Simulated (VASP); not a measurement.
Tl2Ga, 3 atoms in the cell. The structure is hexagonal, space group P6/mmm (No. 191). Conventional cell: a = 5.666 Å, b = 5.666 Å, c = 3.105 Å, α = 90.00°, β = 90.00°, γ = 120.00°. Within 4.1 Å of Tl (site symmetry -6m2) lie 5 Tl at 3.11 to 3.27 Å and 6 Ga at 3.62 Å. Within 4.1 Å of Ga (site symmetry 6/mmm) lie 2 Ga at 3.11 Å and 12 Tl at 3.62 Å. 

* Program: VASP 6.6.1
* Task: relaxation of cell and atoms
* Functional: PBE
* Potentials or basis: VASP PAW PBE potentials, release 64 (Tl_d, Ga_d)
* Cutoff: 600 eV
* k mesh: 6 × 6 × 6
* Occupations: gaussian, width 0.1 eV
* Spin: no spin polarisation
* Dipole correction: no
* Further INCAR settings: ALGO = Normal; EDIFF = 1e-06; IBRION = 2; EDIFFG = -0.04; NSW = 90; ISIF = 3

Potentials or basis: VASP PAW PBE potentials, release 64 (Tl_d, Ga_d).

Command:

```bash
$ cat potpaw_PBE.64/Tl_d/POTCAR potpaw_PBE.64/Ga_d/POTCAR > POTCAR
$ mpirun -np 1 vasp_std > vasp.out
```

Hardware: 1 thread of Intel(R) Xeon(R) 6975P-C (Granite Rapids), with other jobs on the host.

**Question.** Estimate the wall time of this run.

**Answer.** Wall time 78 s on 1 thread of Intel(R) Xeon(R) 6975P-C (Granite Rapids) (shared host), peak memory 0.29 GiB. Counts: scf iterations 33, k points 28, ion steps 4.
